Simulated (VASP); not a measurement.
**Cd4SeS3: single point with PBE**

Crystal: Cd4SeS3.

```
Cd Se S
1.0
    -2.99708    2.99708    5.99002
     2.99708   -2.99708    5.99002
     2.99708    2.99708   -5.99002
Cd Se S
4 1 3
Direct
  0.88529 0.37073 0.00000
  0.37073 0.88529 0.00000
  0.11471 0.11471 0.48544
  0.62927 0.62927 0.51456
  0.50000 0.50000 0.00000
  0.75000 0.25000 0.50000
  0.25000 0.75000 0.50000
  0.00000 0.00000 0.00000
```

| Item | Value |
| --- | --- |
| Program | VASP 6.6.1 |
| Task | single point |
| Functional | PBE |
| Potentials or basis | VASP PAW PBE potentials, release 64 (Cd, Se, S) |
| Cutoff | 520 eV |
| k mesh | 6 × 6 × 6 |
| Occupations | gaussian, width 0.01 eV |
| Spin | no spin polarisation |
| Dipole correction | no |
| Further INCAR settings | ALGO = Normal; EDIFF = 1e-06; NBANDS = 46 |

The pressure is 0.3 GPa. The band gap on the k mesh is 0.89 eV, direct.

Levels at points of the mesh, in eV from the valence-band top:
| k point | band 34 | band 35 | band 36 | band 37 | band 38 | band 39 |
| --- | --- | --- | --- | --- | --- | --- |
| (0.00, 0.00, 0.00) | 0.00 | 0.00 | 0.00 | 0.89 | 3.51 | 4.10 |
| (0.50, 0.00, 0.00) | -1.19 | -0.80 | -0.58 | 3.55 | 3.59 | 4.57 |
| (0.50, 0.50, 0.00) | -0.65 | -0.56 | -0.50 | 2.72 | 2.81 | 3.96 |
| (0.50, 0.50, 0.50) | -1.07 | -0.79 | -0.79 | 3.34 | 3.39 | 3.44 |

Wall time 17 min on 1 thread of AMD EPYC 7R13, on a shared host, peak memory 0.56 GiB.

As with any semilocal functional, this PBE gap is likely too small.
